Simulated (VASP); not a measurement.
Crystal: Se.

```xyz
1
Lattice="-1.4038 1.4038 1.4038 1.4038 -1.4038 1.4038 1.4038 1.4038 -1.4038" Properties=species:S:1:pos:R:3 pbc="T T T"
Se    0.0000    0.0000    0.0000
```

This isn't the form of Se at room conditions, which is trigonal, of chains.

- Program: VASP 6.6.1
- Task: relaxation of cell and atoms
- Functional: r2SCAN
- Potentials or basis: VASP PAW PBE potentials, release 64 (Se)
- Cutoff: 600 eV
- k mesh: 22 × 22 × 22
- Occupations: methfessel-paxton, width 0.15 eV
- Spin: no spin polarisation

At the start: pressure 174.8 GPa; volume 11.07 Å³/atom.

Problem. How do energy, volume and symmetry change on relaxing?

Solution. Over 8 steps the energy falls by 2917.7 meV/atom and the volume is 20.20 Å³/atom (+82.6 %); space group Im-3m (No. 229, to 0.1 Å) before and after.

The path:
```
step  energy change (eV)  largest force (eV/Å)  pressure (GPa)  volume (Å³)
   1              0.0000                0.0000          174.80        11.07
   2             -1.4793                0.0000           -8.71        43.85
   3             -2.8972                0.0000           -4.42        21.60
   4             -2.9107                0.0000           -2.72        20.99
   5             -2.9177                0.0000            0.21        20.14
   6             -2.9174                0.0000           -0.62        20.36
   7             -2.9177                0.0000            0.22        20.16
   8             -2.9177                0.0000           -0.02        20.20
```

Final structure:
```cif
data_structure
_symmetry_space_group_name_H-M 'P 1'
_symmetry_Int_Tables_number 1
_cell_length_a 2.9717
_cell_length_b 2.9717
_cell_length_c 2.9717
_cell_angle_alpha 109.471
_cell_angle_beta 109.471
_cell_angle_gamma 109.471
_cell_volume 20.20
loop_
_atom_site_label
_atom_site_type_symbol
_atom_site_fract_x
_atom_site_fract_y
_atom_site_fract_z
_atom_site_occupancy
Se1 Se 0.00000 0.00000 0.00000 1
```

Caveat: the volume moved by over 15 % at a fixed basis, so the end points are rough; the PAW data sets were made with another functional, which shifts forces and pressure a little.
